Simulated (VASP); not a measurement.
# Nb2Sn2S (P-3m1) in VASP: notebook

Nb2Sn2S is run at these levels: PBE; tasks: single point.

All numbers are computed with VASP 6.6.1; they aren't measurements. Logs are shortened: lines on timing, memory, paths and dates and some standing lists are left out, and cuts for length are marked.

## 1. The cell of the first run

Symmetry: P-3m1, No. 164, trigonal system. Conventional cell: a = 4.003 Å, b = 4.003 Å, c = 6.998 Å, α = 90.00°, β = 90.00°, γ = 120.00°. Nb (site symmetry 3m) has 4 Sn at 2.39 to 2.42 Å and 3 S at 3.05 Å within 3.2 Å. Sn (site symmetry 3m) has 4 Nb at 2.39 to 2.42 Å and 3 Sn at 2.93 Å within 3.2 Å. Within 4.0 Å of S (site symmetry -3m) lie 6 Nb at 3.05 Å and 6 Sn at 3.48 Å.

## 2. Single point, PBE

The input, INCAR:

```
PREC = Accurate
ENCUT = 520
EDIFF = 1E-6
ISMEAR = 0
SIGMA = 0.1
LREAL = F
LASPH = T
NELM = 60
ALGO = Normal
ISIF = 2
LWAVE = F
LCHARG = F
GGA = PE
NBANDS = 38
```

The input, KPOINTS:

```
regular mesh
0
Gamma
  6 6 4
```

The input, POSCAR:

```
Nb2Sn2S
1.0
    4.0032452600      0.0000000000      0.0000000000
   -2.0016226300      3.4669121000      0.0000000000
    0.0000000000      0.0000000000      6.9983037700
Nb Sn S
2 2 1
Direct
    0.3333333300      0.6666666700      0.2839952400
    0.6666666700      0.3333333300      0.7160047600
    0.3333333300      0.6666666700      0.6290934100
    0.6666666700      0.3333333300      0.3709065900
    0.0000000000      0.0000000000      0.0000000000
```

Potentials or basis: VASP PAW PBE potentials, release 64 (Nb_sv, Sn_d, S).

Started as:

```sh
$ cat potpaw_PBE.64/Nb_sv/POTCAR potpaw_PBE.64/Sn_d/POTCAR potpaw_PBE.64/S/POTCAR > POTCAR
$ mpirun -np 1 vasp_std > vasp.out
```

OUTCAR:

```text
PREC = Accurate
   ENCUT = 520
   EDIFF = 1E-6
   ISMEAR = 0
   LREAL = F
   LASPH = T
   NELM = 60
   ISIF = 2
   GGA = PE

 ion  position               nearest neighbor table
   1  0.333  0.667  0.284-   4 2.39   4 2.39   4 2.39   3 2.42
   2  0.667  0.333  0.716-   3 2.39   3 2.39   3 2.39   4 2.42
   3  0.333  0.667  0.629-   2 2.39   2 2.39   2 2.39   1 2.42   4 2.93   4 2.93   4 2.93
   4  0.667  0.333  0.371-   1 2.39   1 2.39   1 2.39   2 2.42   3 2.93   3 2.93   3 2.93
   5  0.000  0.000  0.000-

  LATTYP: Found a hexagonal cell.
 ALAT       =     4.0032452600
 C/A-ratio  =     1.7481576360

  Lattice vectors:

 A1 = (   4.0032452600,   0.0000000000,   0.0000000000)
 A2 = (  -2.0016226300,   3.4669121000,   0.0000000000)
 A3 = (   0.0000000000,   0.0000000000,   6.9983037700)

Analysis of symmetry for initial positions (statically):
=====================================================================
 Subroutine PRICEL returns:
 Original cell was already a primitive cell.

 Routine SETGRP: Setting up the symmetry group for a
 hexagonal supercell.

 Subroutine GETGRP returns: Found 12 space group operations
 (whereof 12 operations were pure point group operations)
 out of a pool of 24 trial point group operations.

The static configuration has the point symmetry D_3d.

Analysis of symmetry for dynamics (positions and initial velocities):
=====================================================================
 Subroutine PRICEL returns:
 Original cell was already a primitive cell.

 Routine SETGRP: Setting up the symmetry group for a
 hexagonal supercell.

 Subroutine GETGRP returns: Found 12 space group operations
 (whereof 12 operations were pure point group operations)
 out of a pool of 24 trial point group operations.

The dynamic configuration has the point symmetry D_3d.

 Subroutine INISYM returns: Found 12 space group operations
 (whereof 12 operations are pure point group operations),
 and found     1 'primitive' translations

----------------------------------------------------------------------------------------

                                     Primitive cell

  volume of cell :      97.1288

  direct lattice vectors                    reciprocal lattice vectors
     4.003245260  0.000000000  0.000000000     0.249797336  0.144220559  0.000000000
    -2.001622630  3.466912100  0.000000000     0.000000000  0.288441117  0.000000000
     0.000000000  0.000000000  6.998303770     0.000000000  0.000000000  0.142891768

  length of vectors
     4.003245260  4.003245266  6.998303770     0.288441118  0.288441117  0.142891768

  position of ions in fractional coordinates (direct lattice)
     0.333333330  0.666666670  0.283995240
     0.666666670  0.333333330  0.716004760
     0.333333330  0.666666670  0.629093410
     0.666666670  0.333333330  0.370906590
     0.000000000  0.000000000  0.000000000

  ion indices of the primitive-cell ions
   primitive index   ion index
                 1           1
                 2           2
                 3           3
                 4           4
                 5           5

----------------------------------------------------------------------------------------

 KPOINTS: regular mesh

Automatic generation of k-mesh.
 Grid dimensions read from file:
 generate k-points for:    6    6    4

 Generating k-lattice:

  Cartesian coordinates                     Fractional coordinates (reciprocal lattice)
     0.041632889  0.024036760  0.000000000     0.166666667  0.000000000  0.000000000
     0.000000000  0.048073520  0.000000000     0.000000000  0.166666667  0.000000000
     0.000000000  0.000000000  0.035722942     0.000000000  0.000000000  0.250000000

  Length of vectors
     0.048073520  0.048073520  0.035722942

  Shift w.r.t. Gamma in fractional coordinates (k-lattice)
     0.000000000  0.000000000  0.000000000

 Subroutine IBZKPT returns following result:
 ===========================================

 Found     24 irreducible k-points:

 Following reciprocal coordinates:
            Coordinates               Weight
  0.000000  0.000000  0.000000      1.000000
  0.166667  0.000000  0.000000      6.000000
  0.333333 -0.000000  0.000000      6.000000
  0.500000 -0.000000  0.000000      3.000000
  0.166667  0.166667  0.000000      6.000000
  0.333333  0.166667  0.000000     12.000000
[... 16 lines left out ...]
  0.333333  0.166667  0.500000     12.000000
  0.333333  0.333333  0.500000      2.000000
   k-points           NKPTS =     24   k-points in BZ     NKDIM =     24   number of bands    NBANDS=     38
   number of dos      NEDOS =    301   number of ions     NIONS =      5
   total plane-waves  NPLWV =  48600
   dimension x,y,z NGX =    30 NGY =   30 NGZ =   54
   dimension x,y,z NGXF=    60 NGYF=   60 NGZF=  108
   ions per type =               2   2   1
   NGX,Y,Z   is equivalent  to a cutoff of  12.46, 12.46, 12.83 a.u.
   NGXF,Y,Z  is equivalent  to a cutoff of  24.92, 24.92, 25.66 a.u.
 SYSTEM =  unknown system
   PREC   = accura    normal or accurate (medium, high low for compatibility)
   ISTART =      0    job   : 0-new  1-cont  2-samecut
   ICHARG =      2    charge: 1-file 2-atom 10-const
   ISPIN  =      1    spin polarized calculation?
   LNONCOLLINEAR =      F non collinear calculations
   LSORBIT =      F    spin-orbit coupling
   LASPH  =      T    aspherical Exc in radial PAW
   ENCUT  =  520.0 eV  38.22 Ry    6.18 a.u.   7.44  7.44 13.01*2*pi/ulx,y,z
   NELM   =     60;   NELMIN=  2; NELMDL= -5     # of ELM steps
   EDIFF  = 0.1E-05   stopping-criterion for ELM
   LREAL  =      F    real-space projection
   EDIFFG = 0.1E-04   stopping-criterion for IOM
   NSW    =      0    number of steps for IOM
   IBRION =     -1    ionic relax: 0-MD 1-quasi-New 2-CG
   NFREE  =      0    steps in history (QN), initial steepest desc. (CG)
   ISIF   =      2    stress and relaxation
   ISYM   =      2    0-nonsym 1-usesym 2-fastsym
   POTIM  = 0.5000    time-step for ionic-motion
   TEBEG  =    0.0;   TEEND  =   0.0 temperature during run
   PSTRESS=    0.0 pullay stress
   NELECT =      60.0000    total number of electrons
   NUPDOWN=      -1.0000    fix difference up-down
   EMIN   =  10.00;   EMAX   =-10.00  energy-range for DOS
   EFERMI =   0.00;   METHOD = LEGACY
   ISMEAR =     0;   SIGMA  =   0.10  broadening in eV -4-tet -1-fermi 0-gaus
   EFERMI_NEDOS =   21; number of points for ismear=-14 and -15
   IALGO  =     38    algorithm
   IMIX   =      4    mixing-type and parameters
     AMIX     =   0.40;   BMIX     =  1.00
     AMIX_MAG =   1.60;   BMIX_MAG =  1.00
  volume/ion in A,a.u.               =      19.43       131.09
  Fermi-wavevector in a.u.,A,eV,Ry     =   1.394256  2.634763 26.449057  1.943951
  Thomas-Fermi vector in A             =   2.517823
   LORBIT       =      0    0 simple, 1 ext, 2 COOP (PROOUT), +10 PAW based schemes
   GGA     = PE    functional components
   LHFCALC =     F    Hartree Fock is set to
   AEXX    =    0.0000 exact exchange contribution
   IVDW    =     0    specifies the selected vdW correction
   LEPSILON=     F    determine dielectric tensor
   LRPA    =     F    only Hartree local field effects (RPA)
 non-spin polarized calculation
 Gauss-broadening in eV      SIGMA  =   0.10
  energy-cutoff  :      520.00
  volume of cell :       97.13
 maximum number of plane-waves:      2642
 NGX is ok and might be reduce to    30
   NGX = 15   NGY = 15   NGZ = 27

 number of electron      59.9999988 magnetization

 Free energy of the ion-electron system (eV)
  ---------------------------------------------------
  ext. energy  EPLUGINS =         0.00000000
  ---------------------------------------------------
  free energy    TOTEN  =       -21.84228657 eV

  energy without entropy =      -21.81293091  energy(sigma->0) =      -21.82760874

 E-fermi :  10.2841     XC(G=0): -11.3647

 val. band max:       10.2736214639   @ k =   0.0000   0.1667   0.2500
 cond. band min:      10.2850471256   @ k =   0.3333  -0.0000   0.2500
 fundamental gap:      0.0114256617
 Fermi energy:        10.2841289155

 k-point     1 :       0.0000    0.0000    0.0000
  band No.  band energies     occupation
      1     -44.7916      2.00000
      2     -44.7849      2.00000
      3     -21.2026      2.00000
      4     -21.1610      2.00000
      5     -21.1329      2.00000
      6     -21.1329      2.00000
[... 30 lines left out ...]
     37      15.4911      0.00000
     38      16.3410      0.00000

 k-point     2 :       0.1667    0.0000    0.0000
  band No.  band energies     occupation
      1     -44.7901      2.00000
      2     -44.7842      2.00000
      3     -21.1993      2.00000
      4     -21.1621      2.00000
      5     -21.1392      2.00000
      6     -21.1356      2.00000
[... 30 lines left out ...]
     37      15.2116      0.00000
     38      16.1794      0.00000

 k-point     3 :       0.3333   -0.0000    0.0000
  band No.  band energies     occupation
      1     -44.7868      2.00000
      2     -44.7830      2.00000
      3     -21.1947      2.00000
      4     -21.1665      2.00000
      5     -21.1507      2.00000
      6     -21.1382      2.00000
[... 30 lines left out ...]
     37      14.7291      0.00000
     38      15.0117      0.00000

 k-point     4 :       0.5000   -0.0000    0.0000
  band No.  band energies     occupation
      1     -44.7849      2.00000
      2     -44.7827      2.00000
      3     -21.1943      2.00000
      4     -21.1690      2.00000
      5     -21.1552      2.00000
      6     -21.1382      2.00000
[... 30 lines left out ...]
     37      13.9676      0.00000
     38      14.4859      0.00000
[... 703 lines left out ...]
      4     -21.1709      2.00000
      5     -21.1405      2.00000
      6     -21.1405      2.00000
[... 30 lines left out ...]
     37      14.6437      0.00000
     38      15.8629      0.00000

 k-point    23 :       0.3333    0.1667    0.5000
  band No.  band energies     occupation
      1     -44.7849      2.00000
      2     -44.7828      2.00000
      3     -21.1904      2.00000
      4     -21.1741      2.00000
      5     -21.1459      2.00000
      6     -21.1362      2.00000
[... 30 lines left out ...]
     37      13.6130      0.00000
     38      14.5513      0.00000

 k-point    24 :       0.3333    0.3333    0.5000
  band No.  band energies     occupation
      1     -44.7833      2.00000
      2     -44.7833      2.00000
      3     -21.1805      2.00000
      4     -21.1805      2.00000
      5     -21.1338      2.00000
      6     -21.1338      2.00000
[... 30 lines left out ...]
     37      12.9564      0.00000
     38      13.8149      0.00000

------------------------ aborting loop because EDIFF is reached ----------------------------------------

  FORCE on cell =-STRESS in cart. coord.  units (eV):
  Direction    XX          YY          ZZ          XY          YZ          ZX
  --------------------------------------------------------------------------------------
  -------------------------------------------------------------------------------------
  Total       33.6439119     33.6439120     27.5039463      0.0000000     -0.0000000      0.0000000
  in kB      554.9696726    554.9696749    453.6885038      0.0000000     -0.0000000      0.0000000
  external PRESSURE =     521.2092838 kB  Pullay stress =       0.0000000 kB

 VOLUME and BASIS-vectors are now :
 -----------------------------------------------------------------------------
  energy-cutoff  :      520.00
  volume of cell :       97.13
      direct lattice vectors                 reciprocal lattice vectors
     4.003245260  0.000000000  0.000000000     0.249797336  0.144220559  0.000000000
    -2.001622630  3.466912100  0.000000000     0.000000000  0.288441117  0.000000000
     0.000000000  0.000000000  6.998303770     0.000000000  0.000000000  0.142891768

 POSITION                                       TOTAL-FORCE (eV/Angst)
 -----------------------------------------------------------------------------------
     -0.00000      2.31127      1.98748         0.000000     -0.000000     -9.167637
      2.00162      1.15564      5.01082        -0.000000      0.000000      9.167637
     -0.00000      2.31127      4.40259        -0.000000      0.000000      2.723179
      2.00162      1.15564      2.59572         0.000000     -0.000000     -2.723179
      0.00000      0.00000      0.00000        -0.000000      0.000000      0.000000
 -----------------------------------------------------------------------------------
    total drift:                               -0.000000      0.000000      0.000000

  FREE ENERGIE OF THE ION-ELECTRON SYSTEM (eV)
  ---------------------------------------------------
  free  energy   TOTEN  =       -21.8422865729 eV

  energy  without entropy=      -21.8129309052  energy(sigma->0) =      -21.82760874
```

Run time: 2 min. Hardware: 1 thread of Intel Xeon 6975P-C, shared host; peak memory 0.26 GiB.

Results:

```
Free energy            : -21.8423 eV
Pressure               : 52.1 GPa
Largest force          : 9.168 eV/Å
Band gap on the k mesh : zero (band 30 reaches 10.45 eV, above the bottom of band 31 at 9.86 eV)
```

Forces on the atoms (eV/Å):
```
Nb   0.000  0.000 -9.168
Nb   0.000  0.000  9.168
Sn   0.000  0.000  2.723
Sn   0.000  0.000 -2.723
S    0.000  0.000  0.000
```

Caveat: spin-orbit coupling is left out, which moves the levels of the heavy elements; forces of over 1 eV/Å act on the atoms, so gaps and moduli don't describe the material at rest.

(Continued in part 2 of 2.)
